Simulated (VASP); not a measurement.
# InP (F-43m) in VASP: single point with HSE06

Aim: the single point of InP with HSE06.

Program: VASP 6.6.1. These are calculated values, not measurements. Logs are shortened: lines on timing, memory, paths and dates and some standing lists are left out, and cuts for length are marked.

### 1 The cell of the first run

It takes space group F-43m (No. 216, cubic). Conventional cell: a = 5.908 Å, b = 5.908 Å, c = 5.908 Å, α = 90.00°, β = 90.00°, γ = 90.00°. Within 3.4 Å of In (site symmetry -43m) lie 4 P at 2.56 Å. Within 3.4 Å of P (site symmetry -43m) lie 4 In at 2.56 Å.

### 2 Single point, HSE06

POSCAR reads:

```
InP
1.0
    0.0000000000      2.9537876506      2.9537876506
    2.9537876506      0.0000000000      2.9537876506
    2.9537876506      2.9537876506      0.0000000000
In P
1 1
Direct
    0.0000000000      0.0000000000      0.0000000000
    0.2500000000      0.2500000000      0.2500000000
```

INCAR.step1 reads:

```
SYSTEM = InP
  PREC = Accurate
  ENCUT = 520
  EDIFF = 1E-5
  ISMEAR = 0
  SIGMA = 0.01
  LREAL = .FALSE.
  LASPH = .TRUE.
  NELM = 80
  ALGO = Normal
  ISIF = 2
  LWAVE = .TRUE.
  LCHARG = .FALSE.
  NBANDS = 16
  GGA = PE
```

INCAR.step2 reads:

```
SYSTEM = InP
  PREC = Accurate
  ENCUT = 520
  EDIFF = 1E-6
  ISMEAR = 0
  SIGMA = 0.01
  LREAL = .FALSE.
  LASPH = .TRUE.
  NELM = 80
  ALGO = Normal
  ISIF = 2
  LWAVE = .FALSE.
  LCHARG = .FALSE.
  GGA = PE
  LHFCALC = .TRUE.
  HFSCREEN = 0.2079
  PRECFOCK = Normal
  NBANDS = 16
  ISTART = 1
```

KPOINTS reads:

```
regular mesh
0
G
  6 6 6
  0 0 0
```

Potentials or basis: VASP PAW PBE potentials, release 64 (In_d, P).

Launch:

```console
$ cat potpaw_PBE.64/In_d/POTCAR potpaw_PBE.64/P/POTCAR > POTCAR
$ cp INCAR.step1 INCAR
$ mpirun -np 1 vasp_std > vasp.out
$ cp INCAR.step2 INCAR
$ mpirun -np 1 vasp_std > vasp.out
```

OUTCAR:

```text
SYSTEM = InP
   PREC = Accurate
   ENCUT = 520
   EDIFF = 1E-6
   ISMEAR = 0
   LREAL = .FALSE.
   LASPH = .TRUE.
   NELM = 80
   ISIF = 2
   GGA = PE
   LHFCALC = .TRUE.
   HFSCREEN = 0.2079
   PRECFOCK = Normal
   ISTART = 1

 ion  position               nearest neighbor table
   1  0.000  0.000  0.000-   2 2.56   2 2.56   2 2.56   2 2.56
   2  0.250  0.250  0.250-   1 2.56   1 2.56   1 2.56   1 2.56

  LATTYP: Found a face centered cubic cell.
 ALAT       =     5.9075753012

  Lattice vectors:

 A1 = (   0.0000000000,   2.9537876506,   2.9537876506)
 A2 = (   2.9537876506,   0.0000000000,   2.9537876506)
 A3 = (   2.9537876506,   2.9537876506,   0.0000000000)

Analysis of symmetry for initial positions (statically):
=====================================================================
 Subroutine PRICEL returns:
 Original cell was already a primitive cell.

 Routine SETGRP: Setting up the symmetry group for a
 face centered cubic supercell.

 Subroutine GETGRP returns: Found 24 space group operations
 (whereof 24 operations were pure point group operations)
 out of a pool of 48 trial point group operations.

The static configuration has the point symmetry T_d .

Analysis of symmetry for dynamics (positions and initial velocities):
=====================================================================
 Subroutine PRICEL returns:
 Original cell was already a primitive cell.

 Routine SETGRP: Setting up the symmetry group for a
 face centered cubic supercell.

 Subroutine GETGRP returns: Found 24 space group operations
 (whereof 24 operations were pure point group operations)
 out of a pool of 48 trial point group operations.

The dynamic configuration has the point symmetry T_d .

 Subroutine INISYM returns: Found 24 space group operations
 (whereof 24 operations are pure point group operations),
 and found     1 'primitive' translations

----------------------------------------------------------------------------------------

                                     Primitive cell

  volume of cell :      51.5428

  direct lattice vectors                    reciprocal lattice vectors
     0.000000000  2.953787651  2.953787651    -0.169274186  0.169274186  0.169274186
     2.953787651  0.000000000  2.953787651     0.169274186 -0.169274186  0.169274186
     2.953787651  2.953787651  0.000000000     0.169274186  0.169274186 -0.169274186

  length of vectors
     4.177286556  4.177286556  4.177286556     0.293191490  0.293191490  0.293191490

  position of ions in fractional coordinates (direct lattice)
     0.000000000  0.000000000  0.000000000
     0.250000000  0.250000000  0.250000000

  ion indices of the primitive-cell ions
   primitive index   ion index
                 1           1
                 2           2

----------------------------------------------------------------------------------------

 KPOINTS: regular mesh

Automatic generation of k-mesh.
 Grid dimensions read from file:
 generate k-points for:    6    6    6

 Generating k-lattice:

  Cartesian coordinates                     Fractional coordinates (reciprocal lattice)
    -0.028212364  0.028212364  0.028212364     0.166666667  0.000000000  0.000000000
     0.028212364 -0.028212364  0.028212364     0.000000000  0.166666667  0.000000000
     0.028212364  0.028212364 -0.028212364     0.000000000  0.000000000  0.166666667

  Length of vectors
     0.048865248  0.048865248  0.048865248

  Shift w.r.t. Gamma in fractional coordinates (k-lattice)
     0.000000000  0.000000000  0.000000000

 Subroutine IBZKPT returns following result:
 ===========================================

 Found     16 irreducible k-points:

 Following reciprocal coordinates:
            Coordinates               Weight
  0.000000  0.000000  0.000000      1.000000
  0.166667  0.000000  0.000000      8.000000
  0.333333  0.000000  0.000000      8.000000
  0.500000  0.000000  0.000000      4.000000
  0.166667  0.166667  0.000000      6.000000
  0.333333  0.166667  0.000000     24.000000
[... 8 lines left out ...]
 -0.333333  0.333333  0.166667     24.000000
 -0.333333  0.500000  0.166667     12.000000
   k-points           NKPTS =     16   k-points in BZ     NKDIM =    216   number of bands    NBANDS=     16
   number of dos      NEDOS =    301   number of ions     NIONS =      2
   total plane-waves  NPLWV =  32768
   dimension x,y,z NGX =    32 NGY =   32 NGZ =   32
   dimension x,y,z NGXF=    64 NGYF=   64 NGZF=   64
   ions per type =               1   1
   NGX,Y,Z   is equivalent  to a cutoff of  12.74, 12.74, 12.74 a.u.
   NGXF,Y,Z  is equivalent  to a cutoff of  25.47, 25.47, 25.47 a.u.
 SYSTEM =  InP
   PREC   = accura    normal or accurate (medium, high low for compatibility)
   ISTART =      1    job   : 0-new  1-cont  2-samecut
   ICHARG =      0    charge: 1-file 2-atom 10-const
   ISPIN  =      1    spin polarized calculation?
   LNONCOLLINEAR =      F non collinear calculations
   LSORBIT =      F    spin-orbit coupling
   LASPH  =      T    aspherical Exc in radial PAW
   ENCUT  =  520.0 eV  38.22 Ry    6.18 a.u.   7.77  7.77  7.77*2*pi/ulx,y,z
   NELM   =     80;   NELMIN=  2; NELMDL=  0     # of ELM steps
   EDIFF  = 0.1E-05   stopping-criterion for ELM
   LREAL  =      F    real-space projection
   EDIFFG = 0.1E-04   stopping-criterion for IOM
   NSW    =      0    number of steps for IOM
   IBRION =     -1    ionic relax: 0-MD 1-quasi-New 2-CG
   NFREE  =      0    steps in history (QN), initial steepest desc. (CG)
   ISIF   =      2    stress and relaxation
   ISYM   =      3    0-nonsym 1-usesym 2-fastsym
   POTIM  = 0.5000    time-step for ionic-motion
   TEBEG  =    0.0;   TEEND  =   0.0 temperature during run
   PSTRESS=    0.0 pullay stress
   NELECT =      18.0000    total number of electrons
   NUPDOWN=      -1.0000    fix difference up-down
   EMIN   =  10.00;   EMAX   =-10.00  energy-range for DOS
   EFERMI =   0.00;   METHOD = LEGACY
   ISMEAR =     0;   SIGMA  =   0.01  broadening in eV -4-tet -1-fermi 0-gaus
   EFERMI_NEDOS =   21; number of points for ismear=-14 and -15
   IALGO  =     38    algorithm
   IMIX   =      1    mixing-type and parameters
     AMIX     =   0.40;   BMIX     =  1.00
     AMIX_MAG =   1.60;   BMIX_MAG =  1.00
  volume/ion in A,a.u.               =      25.77       173.91
  Fermi-wavevector in a.u.,A,eV,Ry     =   1.152860  2.178589 18.083301  1.329085
  Thomas-Fermi vector in A             =   2.289508
   LORBIT       =      0    0 simple, 1 ext, 2 COOP (PROOUT), +10 PAW based schemes
   GGA     = PE    functional components
   LHFCALC =     T    Hartree Fock is set to
   PRECFOCK=normal    Normal, Fast or Accurate (Low or Medium for compatibility)
   ENCUT4O =  -1.0   cutoff for four orbital integrals eV
   NKREDX  =     1    reduce k-point grid by
   NKREDY  =     1    reduce k-point grid by
   NKREDZ  =     1    reduce k-point grid by
   AEXX    =    0.2500 exact exchange contribution
   HFSCREEN=    0.2079 screening length (either q_TF or 0.3 A-1)
   HFSCREENC=   0.2079 screening length for correlation (either q_TF or 0.3 A-1)
   ENCUTFOCK=  -1.0 apply spherical cutoff to Coloumb kernel
   IVDW    =     0    specifies the selected vdW correction
   LEPSILON=     F    determine dielectric tensor
   LRPA    =     F    only Hartree local field effects (RPA)
 non-spin polarized calculation
 Gauss-broadening in eV      SIGMA  =   0.01
  energy-cutoff  :      520.00
  volume of cell :       51.54
 maximum number of plane-waves:      1411
  NGX = 24; NGY = 24; NGZ = 24

 number of electron      18.0000009 magnetization

 Free energy of the ion-electron system (eV)
  ---------------------------------------------------
  ext. energy  EPLUGINS =         0.00000000
  ---------------------------------------------------
  free energy    TOTEN  =        -9.98565997 eV

  energy without entropy =       -9.98565997  energy(sigma->0) =       -9.98565997

 E-fermi :   4.5968     XC(G=0):  -7.6479

 val. band max:        4.5145734001   @ k =   0.0000   0.0000   0.0000
 cond. band min:       5.8682516677   @ k =   0.0000   0.0000   0.0000
 fundamental gap:      1.3536782676
 Fermi energy:         4.5968176801

 k-point     1 :       0.0000    0.0000    0.0000
  band No.  band energies     occupation
      1     -11.3306      2.00000
      2     -11.3306      2.00000
      3     -11.3306      2.00000
      4     -11.1806      2.00000
      5     -11.1806      2.00000
      6      -8.0575      2.00000
[... 8 lines left out ...]
     15      14.9682      0.00000
     16      14.9682      0.00000

 k-point     2 :       0.1667    0.0000    0.0000
  band No.  band energies     occupation
      1     -11.3579      2.00000
      2     -11.3189      2.00000
      3     -11.3189      2.00000
      4     -11.1803      2.00000
      5     -11.1803      2.00000
      6      -7.7297      2.00000
[... 8 lines left out ...]
     15      14.0695      0.00000
     16      14.8930      0.00000

 k-point     3 :       0.3333    0.0000    0.0000
  band No.  band energies     occupation
      1     -11.4099      2.00000
      2     -11.3000      2.00000
      3     -11.3000      2.00000
      4     -11.1749      2.00000
      5     -11.1749      2.00000
      6      -6.8854      2.00000
[... 8 lines left out ...]
     15      14.5993      0.00000
     16      14.5993      0.00000

 k-point     4 :       0.5000    0.0000    0.0000
  band No.  band energies     occupation
      1     -11.4347      2.00000
      2     -11.2932      2.00000
      3     -11.2932      2.00000
      4     -11.1693      2.00000
      5     -11.1693      2.00000
      6      -6.2660      2.00000
[... 8 lines left out ...]
     15      16.2825      0.00000
     16      16.2825      0.00000

 k-point     5 :       0.1667    0.1667    0.0000
  band No.  band energies     occupation
      1     -11.3788      2.00000
      2     -11.3069      2.00000
      3     -11.3069      2.00000
      4     -11.1902      2.00000
      5     -11.1729      2.00000
      6      -7.6213      2.00000
[... 8 lines left out ...]
     15      15.2463      0.00000
     16      15.9757      0.00000

 k-point     6 :       0.3333    0.1667    0.0000
  band No.  band energies     occupation
      1     -11.4200      2.00000
      2     -11.2899      2.00000
      3     -11.2853      2.00000
      4     -11.1946      2.00000
      5     -11.1663      2.00000
      6      -6.9390      2.00000
[... 8 lines left out ...]
     15      15.5381      0.00000
     16      16.2116      0.00000
[... 115 lines left out ...]
 k-point    13 :       0.5000    0.5000    0.0000
  band No.  band energies     occupation
      1     -11.4989      2.00000
      2     -11.2329      2.00000
      3     -11.2329      2.00000
      4     -11.2267      2.00000
      5     -11.1496      2.00000
      6      -5.5823      2.00000
[... 8 lines left out ...]
     15      16.4718      0.00000
     16      17.4330      0.00000

 k-point    14 :       0.5000    0.3333    0.1667
  band No.  band energies     occupation
      1     -11.4491      2.00000
      2     -11.2786      2.00000
      3     -11.2622      2.00000
      4     -11.1983      2.00000
      5     -11.1646      2.00000
      6      -6.2275      2.00000
[... 8 lines left out ...]
     15      16.6840      0.00000
     16      17.4284      0.00000

 k-point    15 :      -0.3333    0.3333    0.1667
  band No.  band energies     occupation
      1     -11.4581      2.00000
      2     -11.2786      2.00000
      3     -11.2521      2.00000
      4     -11.1934      2.00000
      5     -11.1690      2.00000
      6      -5.7374      2.00000
[... 8 lines left out ...]
     15      16.6484      0.00000
     16      17.2493      0.00000

 k-point    16 :      -0.3333    0.5000    0.1667
  band No.  band energies     occupation
      1     -11.4765      2.00000
      2     -11.2620      2.00000
      3     -11.2391      2.00000
      4     -11.2072      2.00000
      5     -11.1614      2.00000
      6      -5.5272      2.00000
[... 8 lines left out ...]
     15      16.9466      0.00000
     16      17.6284      0.00000

------------------------ aborting loop because EDIFF is reached ----------------------------------------

  FORCE on cell =-STRESS in cart. coord.  units (eV):
  Direction    XX          YY          ZZ          XY          YZ          ZX
  --------------------------------------------------------------------------------------
  -------------------------------------------------------------------------------------
  Total       -0.1186204     -0.1186204     -0.1186204     -0.0000000      0.0000000     -0.0000000
  in kB       -3.6872450     -3.6872450     -3.6872450     -0.0000000      0.0000000     -0.0000000
  external PRESSURE =      -3.6872450 kB  Pullay stress =       0.0000000 kB

 VOLUME and BASIS-vectors are now :
 -----------------------------------------------------------------------------
  energy-cutoff  :      520.00
  volume of cell :       51.54
      direct lattice vectors                 reciprocal lattice vectors
     0.000000000  2.953787651  2.953787651    -0.169274186  0.169274186  0.169274186
     2.953787651  0.000000000  2.953787651     0.169274186 -0.169274186  0.169274186
     2.953787651  2.953787651  0.000000000     0.169274186  0.169274186 -0.169274186

 POSITION                                       TOTAL-FORCE (eV/Angst)
 -----------------------------------------------------------------------------------
      0.00000      0.00000      0.00000         0.000000      0.000000      0.000000
      1.47689      1.47689      1.47689        -0.000000     -0.000000     -0.000000
 -----------------------------------------------------------------------------------
    total drift:                                0.000062      0.000051      0.000036

  FREE ENERGIE OF THE ION-ELECTRON SYSTEM (eV)
  ---------------------------------------------------
  free  energy   TOTEN  =        -9.9856599724 eV

  energy  without entropy=       -9.9856599724  energy(sigma->0) =       -9.98565997
```

It took 34 min on 1 thread of Oxide Virtual Turin-like, shared host; peak memory 0.27 GiB.

What came out:

| Property | Result |
| --- | --- |
| Free energy | -9.9857 eV |
| Pressure | -0.4 GPa |
| Band gap on the k mesh | 1.35 eV |

Caveat: the PAW data sets were made with another functional, which shifts forces and pressure a little; spin-orbit coupling is left out, which moves the levels of the heavy elements.
